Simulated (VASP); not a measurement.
Wanted: the native input for a VASP 6.6.1 run.

| Property | Result |
| --- | --- |
| Task | relaxation of cell and atoms |
| Functional | PBEsol |
| Potentials or basis | VASP PAW PBE potentials, release 64 (Al) |
| Cutoff | 600 eV |
| k mesh | 20 × 20 × 20 |
| Occupations | gaussian, width 0.1 eV |
| Spin | no spin polarisation |
| Target pressure | 30 GPa |
| Dipole correction | no |
| Further INCAR settings | ALGO = Fast; EDIFF = 1e-06; IBRION = 2; EDIFFG = -0.008; NSW = 70; ISIF = 3 |

The structure of Al lies in POSCAR:

```
Al
1.0
    0.0000000000      1.8683137018      1.8683137018
    1.8683137018      0.0000000000      1.8683137018
    1.8683137018      1.8683137018      0.0000000000
Al
1
Direct
    0.0000000000      0.0000000000      0.0000000000
```

One way to write it, as run:

INCAR

```
PREC = Accurate ; ENCUT = 600
EDIFF = 1E-6 ; ISMEAR = 0
SIGMA = 0.1 ; LREAL = F
LASPH = T ; NELM = 100
ALGO = Fast ; ISIF = 3
LWAVE = F ; LCHARG = F
GGA = PS ; IBRION = 2
NSW = 70 ; EDIFFG = -0.008
PSTRESS = 300.0
```

KPOINTS

```
Automatic mesh
0
Gamma
  20 20 20
```

Potentials or basis: VASP PAW PBE potentials, release 64 (Al).

Run with:

```console
$ cat potpaw_PBE.64/Al/POTCAR > POTCAR
$ mpirun -np 1 vasp_std > vasp.out
```

It gave:

```json
{"Relaxed volume": "12.96 Å³/atom", "Relaxed cell": "a = 2.636 Å, b = 2.636 Å, c = 2.636 Å, α = 60.00°, β = 60.00°, γ = 60.00°", "Space group after relaxing (to 0.05 Å)": "Fm-3m (No. 225)", "Energy change on relaxing (the enthalpy is what falls)": "+16.1 meV/atom", "Ionic steps": "3", "Pressure after relaxing": "30.0 GPa"}
```

Caveat: the cell is relaxed towards a set pressure, so the enthalpy falls and the energy may rise; the PAW data sets were made with another functional, which shifts forces and pressure a little.

Wall time 37 s on 1 thread of Intel Xeon 8259CL (shared host), peak memory 0.15 GiB.
